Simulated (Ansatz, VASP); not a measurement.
## One calculation of W, two programs

```xyz
1
Lattice="-1.5973 1.7021 1.7021 1.5973 -1.4925 1.4925 1.5973 1.4925 -1.4925" Properties=species:S:1:pos:R:3 pbc="T T T"
W     0.0000    0.0000    0.0000
```

Change from the starting cell: strain +0.1312 x Voigt [0, 0, 0, 1, 0, 0], atoms carried along.

Alike in both runs: task single point; functional PBEsol; k mesh 20 × 20 × 20; occupations gaussian, width 0.15 eV; no spin polarisation.

```csv
,VASP,Ansatz
version,VASP 6.6.1,Ansatz 0.2.0
potentials or method,"VASP PAW PBE potentials, release 64 (W_sv), cutoff 520 eV","scalar-relativistic, plane waves, PAW"
valence electrons in the cell,14,14
```

```tsv
	VASP	Ansatz	Ansatz less VASP
gap on the k mesh at the Fermi level (eV)	none	none	-
pressure (GPa)	-6.5	-7.2	-0.64
traceless stress, the component that is largest in VASP (GPa)	-18.59	-18.31	+0.283
```

VASP's potentials were made for PBE, not for PBEsol. A gap of «none» marks a metal or a gap that the smearing closes.

Neither program's run includes spin-orbit coupling.
